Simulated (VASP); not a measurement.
The system is ZnS.

```xyz
2
Lattice="0.0000 2.6655 2.6655 2.6655 0.0000 2.6655 2.6655 2.6655 0.0000" Properties=species:S:1:pos:R:3 pbc="T T T"
Zn    3.9982    3.9982    3.9982
S     0.0000    0.0000    0.0000
```

Base run:

* Program: VASP 6.6.1
* Functional: PBE-based screened hybrid with 25 % exact exchange
* Potentials or basis: VASP PAW PBE potentials, release 64 (Zn, S)
* Cutoff: 520 eV
* k mesh: 5 × 5 × 5
* Occupations: fermi-dirac, width 0.05 eV
* Spin: no spin polarisation

Its results: band gap on the k mesh 3.32 eV; pressure 4.7 GPa.

Question: After a change of settings the same cell gave: band gap on the k mesh 4.24 eV; pressure 4.2 GPa. Which change was it?
A. functional from PBE-based screened hybrid with 25 % exact exchange to PBEsol-based global hybrid with 25 % exact exchange
B. functional from PBE-based screened hybrid with 25 % exact exchange to r2SCAN0
C. functional from PBE-based screened hybrid with 25 % exact exchange to PBE0; further incar settings from ALGO = Normal; EDIFF = 1e-07; NBANDS = 16 to ALGO = Normal; EDIFF = 1e-06; NBANDS = 16

Answer: C.

Caveats: the cell stands under pressure; the PAW data sets were made with another functional, which shifts forces and pressure a little.
